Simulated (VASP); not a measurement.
# ScGa5S (F-43m) in VASP: notebook

Runs on ScGa5S. Level: PBE. Tasks: relaxation of cell and atoms, single point.

Everything below comes from runs of VASP 6.6.1. Logs are shortened: lines on timing, memory, paths and dates and some standing lists are left out, and cuts for length are marked.

## 1. The cell of the first run

The structure is cubic, space group F-43m (No. 216). Conventional cell: a = 8.546 Å, b = 8.546 Å, c = 8.546 Å, α = 90.00°, β = 90.00°, γ = 90.00°. Sc (site symmetry -43m) has 4 Ga at 2.30 Å within 3.0 Å. Within 3.0 Å of Ga (site symmetry 3m) lie 3 Ga at 2.28 Å and 1 Sc at 2.30 Å. Within 4.6 Å of Ga (site symmetry -43m) lie 12 Ga at 3.49 Å and 4 S at 3.70 Å and 6 Sc at 4.27 Å. Within 4.8 Å of S (site symmetry -43m) lie 16 Ga at 3.65 to 3.70 Å and 4 Sc at 3.70 Å.

## 2. Relaxation of cell and atoms, PBE

Contents of INCAR:

```
SYSTEM = ScGa5S
PREC = Accurate
ENCUT = 600
EDIFF = 1E-7
ISMEAR = 0
SIGMA = 0.2
LREAL = .FALSE.
LASPH = .TRUE.
NELM = 80
ALGO = Normal
ISIF = 3
LWAVE = .FALSE.
LCHARG = .FALSE.
GGA = PE
IBRION = 2
NSW = 36
EDIFFG = -0.08
```

Contents of KPOINTS:

```
Automatic mesh
0
G
  3 3 3
  0 0 0
```

Contents of POSCAR:

```
ScGa5S
1.0
    0.0000000000      4.2731100800      4.2731100800
    4.2731100800      0.0000000000      4.2731100800
    4.2731100800      4.2731100800      0.0000000000
Sc Ga S
1 5 1
Direct
    0.5000000000      0.5000000000      0.5000000000
    0.6556789900      0.6556789900      0.6556789900
    0.6556789900      0.6556789900      0.0329630300
    0.6556789900      0.0329630300      0.6556789900
    0.0329630300      0.6556789900      0.6556789900
    0.0000000000      0.0000000000      0.0000000000
    0.2500000000      0.2500000000      0.2500000000
```

Potentials or basis: VASP PAW PBE potentials, release 64 (Sc_sv, Ga_d, S).

The run is started by

```sh
> cat potpaw_PBE.64/Sc_sv/POTCAR potpaw_PBE.64/Ga_d/POTCAR potpaw_PBE.64/S/POTCAR > POTCAR
> mpirun -np 1 vasp_std > vasp.out
```

OUTCAR:

```text
SYSTEM = ScGa5S
   PREC = Accurate
   ENCUT = 600
   EDIFF = 1E-7
   ISMEAR = 0
   LREAL = .FALSE.
   LASPH = .TRUE.
   NELM = 80
   ISIF = 3
   GGA = PE
   IBRION = 2
   NSW = 36
   EDIFFG = -0.08

 ion  position               nearest neighbor table
   1  0.500  0.500  0.500-   2 2.30   3 2.30   4 2.30   5 2.30
   2  0.656  0.656  0.656-   3 2.28   4 2.28   5 2.28   1 2.30
   3  0.656  0.656  0.033-   2 2.28   4 2.28   5 2.28   1 2.30
   4  0.656  0.033  0.656-   2 2.28   3 2.28   5 2.28   1 2.30
   5  0.033  0.656  0.656-   2 2.28   3 2.28   4 2.28   1 2.30
   6  0.000  0.000  0.000-
   7  0.250  0.250  0.250-

  LATTYP: Found a face centered cubic cell.
 ALAT       =     8.5462201600

  Lattice vectors:

 A1 = (   0.0000000000,   4.2731100800,   4.2731100800)
 A2 = (   4.2731100800,   0.0000000000,   4.2731100800)
 A3 = (   4.2731100800,   4.2731100800,   0.0000000000)

Analysis of symmetry for initial positions (statically):
=====================================================================
 Subroutine PRICEL returns:
 Original cell was already a primitive cell.

 Routine SETGRP: Setting up the symmetry group for a
 face centered cubic supercell.

 Subroutine GETGRP returns: Found 24 space group operations
 (whereof 24 operations were pure point group operations)
 out of a pool of 48 trial point group operations.

The static configuration has the point symmetry T_d .

Analysis of symmetry for dynamics (positions and initial velocities):
=====================================================================
 Subroutine PRICEL returns:
 Original cell was already a primitive cell.

 Routine SETGRP: Setting up the symmetry group for a
 face centered cubic supercell.

 Subroutine GETGRP returns: Found 24 space group operations
 (whereof 24 operations were pure point group operations)
 out of a pool of 48 trial point group operations.

The dynamic configuration has the point symmetry T_d .

 Subroutine INISYM returns: Found 24 space group operations
 (whereof 24 operations are pure point group operations),
 and found     1 'primitive' translations

----------------------------------------------------------------------------------------

                                     Primitive cell

  volume of cell :     156.0494

  direct lattice vectors                    reciprocal lattice vectors
     0.000000000  4.273110080  4.273110080    -0.117010793  0.117010793  0.117010793
     4.273110080  0.000000000  4.273110080     0.117010793 -0.117010793  0.117010793
     4.273110080  4.273110080  0.000000000     0.117010793  0.117010793 -0.117010793

  length of vectors
     6.043090229  6.043090229  6.043090229     0.202668639  0.202668639  0.202668639

  position of ions in fractional coordinates (direct lattice)
     0.500000000  0.500000000  0.500000000
     0.655678990  0.655678990  0.655678990
     0.655678990  0.655678990  0.032963030
     0.655678990  0.032963030  0.655678990
     0.032963030  0.655678990  0.655678990
     0.000000000  0.000000000  0.000000000
     0.250000000  0.250000000  0.250000000

  ion indices of the primitive-cell ions
   primitive index   ion index
                 1           1
                 2           2
                 3           3
                 4           4
                 5           5
                 6           6
                 7           7

----------------------------------------------------------------------------------------

 KPOINTS: Automatic mesh

Automatic generation of k-mesh.
 Grid dimensions read from file:
 generate k-points for:    3    3    3

 Generating k-lattice:

  Cartesian coordinates                     Fractional coordinates (reciprocal lattice)
    -0.039003598  0.039003598  0.039003598     0.333333333  0.000000000  0.000000000
     0.039003598 -0.039003598  0.039003598     0.000000000  0.333333333  0.000000000
     0.039003598  0.039003598 -0.039003598     0.000000000  0.000000000  0.333333333

  Length of vectors
     0.067556213  0.067556213  0.067556213

  Shift w.r.t. Gamma in fractional coordinates (k-lattice)
     0.000000000  0.000000000  0.000000000

 Subroutine IBZKPT returns following result:
 ===========================================

 Found      4 irreducible k-points:

 Following reciprocal coordinates:
            Coordinates               Weight
  0.000000  0.000000  0.000000      1.000000
  0.333333  0.000000  0.000000      8.000000
  0.333333  0.333333  0.000000      6.000000
 -0.333333  0.333333  0.000000     12.000000
   k-points           NKPTS =      4   k-points in BZ     NKDIM =      4   number of bands    NBANDS=     49
   number of dos      NEDOS =    301   number of ions     NIONS =      7
   total plane-waves  NPLWV = 110592
   dimension x,y,z NGX =    48 NGY =   48 NGZ =   48
   dimension x,y,z NGXF=    96 NGYF=   96 NGZF=   96
   ions per type =               1   5   1
   NGX,Y,Z   is equivalent  to a cutoff of  13.20, 13.20, 13.20 a.u.
   NGXF,Y,Z  is equivalent  to a cutoff of  26.41, 26.41, 26.41 a.u.
 SYSTEM =  ScGa5S
   PREC   = accura    normal or accurate (medium, high low for compatibility)
   ISTART =      0    job   : 0-new  1-cont  2-samecut
   ICHARG =      2    charge: 1-file 2-atom 10-const
   ISPIN  =      1    spin polarized calculation?
   LNONCOLLINEAR =      F non collinear calculations
   LSORBIT =      F    spin-orbit coupling
   LASPH  =      T    aspherical Exc in radial PAW
   ENCUT  =  600.0 eV  44.10 Ry    6.64 a.u.  12.07 12.07 12.07*2*pi/ulx,y,z
   NELM   =     80;   NELMIN=  2; NELMDL= -5     # of ELM steps
   EDIFF  = 0.1E-06   stopping-criterion for ELM
   LREAL  =      F    real-space projection
   EDIFFG = -.8E-01   stopping-criterion for IOM
   NSW    =     36    number of steps for IOM
   IBRION =      2    ionic relax: 0-MD 1-quasi-New 2-CG
   NFREE  =      1    steps in history (QN), initial steepest desc. (CG)
   ISIF   =      3    stress and relaxation
   ISYM   =      2    0-nonsym 1-usesym 2-fastsym
   POTIM  = 0.5000    time-step for ionic-motion
   TEBEG  =    0.0;   TEEND  =   0.0 temperature during run
   PSTRESS=    0.0 pullay stress
   NELECT =      82.0000    total number of electrons
   NUPDOWN=      -1.0000    fix difference up-down
   EMIN   =  10.00;   EMAX   =-10.00  energy-range for DOS
   EFERMI =   0.00;   METHOD = LEGACY
   ISMEAR =     0;   SIGMA  =   0.20  broadening in eV -4-tet -1-fermi 0-gaus
   EFERMI_NEDOS =   21; number of points for ismear=-14 and -15
   IALGO  =     38    algorithm
   IMIX   =      4    mixing-type and parameters
     AMIX     =   0.40;   BMIX     =  1.00
     AMIX_MAG =   1.60;   BMIX_MAG =  1.00
  volume/ion in A,a.u.               =      22.29       150.44
  Fermi-wavevector in a.u.,A,eV,Ry     =   1.321069  2.496458 23.745190  1.745222
  Thomas-Fermi vector in A             =   2.450849
   LORBIT       =      0    0 simple, 1 ext, 2 COOP (PROOUT), +10 PAW based schemes
   GGA     = PE    functional components
   LHFCALC =     F    Hartree Fock is set to
   AEXX    =    0.0000 exact exchange contribution
   IVDW    =     0    specifies the selected vdW correction
   LEPSILON=     F    determine dielectric tensor
   LRPA    =     F    only Hartree local field effects (RPA)
 conjugate gradient relaxation of ions
 non-spin polarized calculation
 Gauss-broadening in eV      SIGMA  =   0.20
  energy-cutoff  :      600.00
  volume of cell :      156.05
 maximum number of plane-waves:      5237
   NGX = 25   NGY = 25   NGZ = 25

--------------------------------------- Ionic step        1  -------------------------------------------

 number of electron      82.0000029 magnetization

 Free energy of the ion-electron system (eV)
  ---------------------------------------------------
  ext. energy  EPLUGINS =         0.00000000
  ---------------------------------------------------
  free energy    TOTEN  =       -16.97636430 eV

  energy without entropy =      -16.87598206  energy(sigma->0) =      -16.92617318

 E-fermi :   3.4946     XC(G=0):  -9.8242

 val. band max:        3.4885023882   @ k =   0.3333   0.3333   0.0000
 cond. band min:       3.5191922948   @ k =   0.3333   0.3333   0.0000
 fundamental gap:      0.0306899066
 Fermi energy:         3.4946246264

 k-point     1 :       0.0000    0.0000    0.0000
  band No.  band energies     occupation
      1     -45.1050      2.00000
      2     -23.9351      2.00000
      3     -23.9351      2.00000
      4     -23.9351      2.00000
      5     -12.5535      2.00000
      6     -12.0187      2.00000
[... 41 lines left out ...]
     48       7.5444      0.00000
     49       7.5482      0.00000
[... 372 lines left out ...]
 VOLUME and BASIS-vectors are now :
 -----------------------------------------------------------------------------
  energy-cutoff  :      600.00
  volume of cell :      229.70
      direct lattice vectors                 reciprocal lattice vectors
     0.000000000  4.860803360  4.860803360    -0.102863655  0.102863655  0.102863655
     4.860803360  0.000000000  4.860803360     0.102863655 -0.102863655  0.102863655
     4.860803360  4.860803360  0.000000000     0.102863655  0.102863655 -0.102863655

 POSITION                                       TOTAL-FORCE (eV/Angst)
 -----------------------------------------------------------------------------------
      4.86080      4.86080      4.86080        -0.000000     -0.000000     -0.000000
      6.36381      6.36381      6.36381         0.097245      0.097245      0.097245
      3.35779      3.35779      6.36381        -0.097245     -0.097245      0.097245
      3.35779      6.36381      3.35779        -0.097245      0.097245     -0.097245
      6.36381      3.35779      3.35779         0.097245     -0.097245     -0.097245
      9.72161      4.86080      4.86080        -0.000000     -0.000000     -0.000000
      2.43040      2.43040      2.43040        -0.000000     -0.000000     -0.000000
 -----------------------------------------------------------------------------------
    total drift:                                0.000011      0.000011      0.000012

  FREE ENERGIE OF THE ION-ELECTRON SYSTEM (eV)
  ---------------------------------------------------
  free  energy   TOTEN  =       -20.0759639231 eV

  energy  without entropy=      -19.9319086448  energy(sigma->0) =      -20.00393628

--------------------------------------- Ionic step        7  -------------------------------------------

 number of electron      81.9999958 magnetization

 Free energy of the ion-electron system (eV)
  ---------------------------------------------------
  ext. energy  EPLUGINS =         0.00000000
  ---------------------------------------------------
  free energy    TOTEN  =       -20.08581982 eV

  energy without entropy =      -19.94338309  energy(sigma->0) =      -20.01460145

 E-fermi :   1.1283     XC(G=0):  -8.2182

 val. band max:        0.9976841966   @ k =  -0.3333   0.3333   0.0000
 cond. band min:       1.1874702448   @ k =   0.3333   0.0000   0.0000
 fundamental gap:      0.1897860482
 Fermi energy:         1.1283341139

 k-point     1 :       0.0000    0.0000    0.0000
  band No.  band energies     occupation
      1     -48.4933      2.00000
      2     -27.1559      2.00000
      3     -27.1559      2.00000
      4     -27.1559      2.00000
      5     -13.8422      2.00000
      6     -13.8422      2.00000
[... 41 lines left out ...]
     48       4.1893      0.00000
     49       4.2424      0.00000
[... 159 lines left out ...]
  FORCE on cell =-STRESS in cart. coord.  units (eV):
  Direction    XX          YY          ZZ          XY          YZ          ZX
  --------------------------------------------------------------------------------------
  -------------------------------------------------------------------------------------
  Total       -0.1307950     -0.1307950     -0.1307950     -0.0000000      0.0000000     -0.0000000
  in kB       -0.9277021     -0.9277021     -0.9277021     -0.0000000      0.0000000     -0.0000000
  external PRESSURE =      -0.9277021 kB  Pullay stress =       0.0000000 kB

 VOLUME and BASIS-vectors are now :
 -----------------------------------------------------------------------------
  energy-cutoff  :      600.00
  volume of cell :      225.89
      direct lattice vectors                 reciprocal lattice vectors
    -0.000000000  4.833789628  4.833789628    -0.103438511  0.103438511  0.103438511
     4.833789628  0.000000000  4.833789628     0.103438511 -0.103438511  0.103438511
     4.833789628  4.833789628  0.000000000     0.103438511  0.103438511 -0.103438511

 POSITION                                       TOTAL-FORCE (eV/Angst)
 -----------------------------------------------------------------------------------
      4.83379      4.83379      4.83379        -0.000000     -0.000000     -0.000000
      6.33230      6.33230      6.33230         0.006613      0.006613      0.006613
      3.33527      3.33527      6.33230        -0.006613     -0.006613      0.006613
      3.33527      6.33230      3.33527        -0.006613      0.006613     -0.006613
      6.33230      3.33527      3.33527         0.006613     -0.006613     -0.006613
     -0.00000      0.00000      0.00000         0.000000     -0.000000     -0.000000
      2.41689      2.41689      2.41689        -0.000000     -0.000000     -0.000000
 -----------------------------------------------------------------------------------
    total drift:                                0.000004      0.000004      0.000005

  FREE ENERGIE OF THE ION-ELECTRON SYSTEM (eV)
  ---------------------------------------------------
  free  energy   TOTEN  =       -20.0858198184 eV

  energy  without entropy=      -19.9433830865  energy(sigma->0) =      -20.01460145

 reached required accuracy - stopping structural energy minimisation
```

Wall time 5.2 min (1 thread of Intel Xeon Platinum 8559C (Emerald Rapids), shared host); peak memory 0.35 GiB.

What came out:

```yaml
Free_energy: -20.0858 eV
Relaxed_volume: 32.27 Å³/atom
Relaxed_cell: a = 6.836 Å, b = 6.836 Å, c = 6.836 Å, α = 60.00°, β = 60.00°, γ = 60.00°
Space_group_after_relaxing_to_0.05_Å: F-43m (No. 216)
Energy_gained_by_relaxing: 444.2 meV/atom
Ionic_steps: 7
Pressure_after_relaxing: -0.1 GPa
Largest_force_after_relaxing: 0.011 eV/Å
Band_gap_on_the_k_mesh: zero (band 41 reaches 1.25 eV, above the bottom of band 42 at 0.67 eV)
```

Forces on the atoms (eV/Å):
```
Sc   0.000  0.000  0.000
Ga   0.007  0.007  0.007
Ga  -0.007 -0.007  0.007
Ga  -0.007  0.007 -0.007
Ga   0.007 -0.007 -0.007
Ga   0.000  0.000  0.000
S    0.000  0.000  0.000
```

The path:
```tsv
step	energy change (eV)	largest force (eV/Å)	pressure (GPa)	volume (Å³)
1	0.0000	2.0524	19.46	156.05
2	-2.7378	1.7646	-0.01	225.52
3	-2.7913	1.5963	1.64	211.64
4	-2.7923	1.6469	1.21	214.82
5	-3.0957	0.3235	-0.39	228.00
6	-3.0996	0.1684	-0.52	229.70
7	-3.1095	0.0115	-0.09	225.89
```

Final structure:
```
CELL_PARAMETERS angstrom
0.00000 4.83379 4.83379
4.83379 0.00000 4.83379
4.83379 4.83379 0.00000
ATOMIC_POSITIONS crystal
Sc 0.50000 0.50000 0.50000
Ga 0.65500 0.65500 0.65500
Ga 0.65500 0.65500 0.03499
Ga 0.65500 0.03499 0.65500
Ga 0.03499 0.65500 0.65500
Ga 0.00000 0.00000 0.00000
S 0.25000 0.25000 0.25000
```

Caveat: the k points lie up to 0.38 Å⁻¹ apart in the final cell; the volume moved by over 15 % at a fixed basis, so the end points are rough; the relaxation stopped at a loose force limit of 0.08 eV/Å, so its end isn't a converged minimum.

(Continued in part 2 of 2.)
